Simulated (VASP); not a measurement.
A run of VASP 6.6.1 is set up as follows.

The input INCAR:

```
PREC = Accurate
ENCUT = 520
EDIFF = 1E-7
ISMEAR = 0
SIGMA = 0.2
LREAL = False
LASPH = True
NELM = 150
ALGO = Normal
ISIF = 2
LWAVE = False
LCHARG = False
ISPIN = 2
MAGMOM = 3 3 3 3 3 3 3 3 0 0 0 0
LORBIT = 11
LMAXMIX = 4
GGA = PE
NBANDS = 60
```

File KPOINTS:

```
Automatic mesh
0
Gamma
  3 4 3
```

POSCAR

```
Co2Si
1.0
    4.8805772690      0.0000000000      0.0000000000
    0.0000000000      3.7128736096      0.0000000000
    0.0000000000      0.0000000000      7.0418304219
Co Si
8 4
Direct
    0.8268340617      0.7500000000      0.4342302423
    0.6731659383      0.2500000000      0.9342302423
    0.4643237846      0.7500000000      0.7179846854
    0.0356762154      0.2500000000      0.2179846854
    0.3268340617      0.7500000000      0.0657697577
    0.1731659383      0.2500000000      0.5657697577
    0.9643237846      0.7500000000      0.7820153146
    0.5356762154      0.2500000000      0.2820153146
    0.7019893483      0.2500000000      0.6045366961
    0.7980106517      0.7500000000      0.1045366961
    0.2019893483      0.2500000000      0.8954633039
    0.2980106517      0.7500000000      0.3954633039
```

Potentials or basis: VASP PAW PBE potentials, release 64 (Co, Si).

Run with:

```sh
$ cat potpaw_PBE.64/Co/POTCAR potpaw_PBE.64/Si/POTCAR > POTCAR
$ mpirun -np 1 vasp_std > vasp.out
```

Q: Estimate the pressure.

A: -0.2 GPa.

Q: Predict the net moment.

A: 2.05 μB per cell.

Q: Estimate the largest force.

A: 0.034 eV/Å.

Q: Predict the site moments.

A: Co +0.22, +0.34; Si -0.01 μB.

Forces on the atoms (eV/Å):
```
Co  -0.010  0.000  0.033
Co   0.010  0.000  0.033
Co  -0.024  0.000  0.005
Co   0.024  0.000  0.005
Co  -0.010  0.000 -0.033
Co   0.010  0.000 -0.033
Co  -0.024  0.000 -0.005
Co   0.024  0.000 -0.005
Si   0.015  0.000  0.023
Si  -0.015  0.000  0.023
Si   0.015  0.000 -0.023
Si  -0.015  0.000 -0.023
```

Caveat: the k points lie up to 0.43 Å⁻¹ apart.
